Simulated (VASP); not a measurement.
## SiO2: single point with LDA

The system is SiO2.

```xyz
6
Lattice="4.0319 0.0000 0.0000 0.0000 4.0319 0.0000 0.0000 0.0000 3.0977" Properties=species:S:1:pos:R:3 pbc="T T T"
Si    2.0160    2.0160    1.5489
Si    0.0000    0.0000    0.0000
O     2.7999    2.7999    0.0000
O     0.7839    3.2480    1.5489
O     1.2321    1.2321    0.0000
O     3.2480    0.7839    1.5489
```

This cell differs from its parent crystal: volume 8.393 Å^3 an atom, c/a of the conventional cell 0.7683.

```
Program             : VASP 6.6.1
Task                : single point
Functional          : LDA
Potentials or basis : VASP PAW LDA potentials, release 64 (Si, O)
Cutoff              : 520 eV
k mesh              : 6 × 6 × 10
Occupations         : gaussian, width 0.05 eV
Spin                : no spin polarisation
```

- Pressure: -24.7 GPa
- Largest force: 0.823 eV/Å
- Band gap on the k mesh: 3.64 eV, direct

Forces on the atoms (eV/Å):
```
Si   0.000  0.000  0.000
Si   0.000  0.000  0.000
O    0.582  0.582  0.000
O    0.582 -0.582  0.000
O   -0.582 -0.582  0.000
O   -0.582  0.582  0.000
```

Stress tensor (GPa, compression positive):
```
 -4.97   0.00   0.00
  0.00  -4.97   0.00
  0.00   0.00 -64.06
```

Levels at points of the mesh, in eV from the valence-band top:
```
           k point  band 14  band 15  band 16  band 17  band 18  band 19
(0.00, 0.00, 0.00)    -0.48    -0.48     0.00     3.64     4.34     5.78
(0.50, 0.00, 0.00)    -2.50    -0.71    -0.71     5.73     5.73     6.74
(0.50, 0.50, 0.00)    -2.89    -1.19    -1.19     5.37     5.37     8.04
(0.00, 0.00, 0.50)    -2.96    -1.93    -1.93     8.09     8.09    10.66
(0.50, 0.00, 0.50)    -1.45    -1.13    -1.13     8.13     8.13    10.46
(0.50, 0.50, 0.50)    -0.90    -0.86    -0.86     6.54     6.54    10.79
```

Run time: 43 s on 1 thread of AMD EPYC 7R13 Processor (Zen 3), on a shared host, peak memory 0.14 GiB.
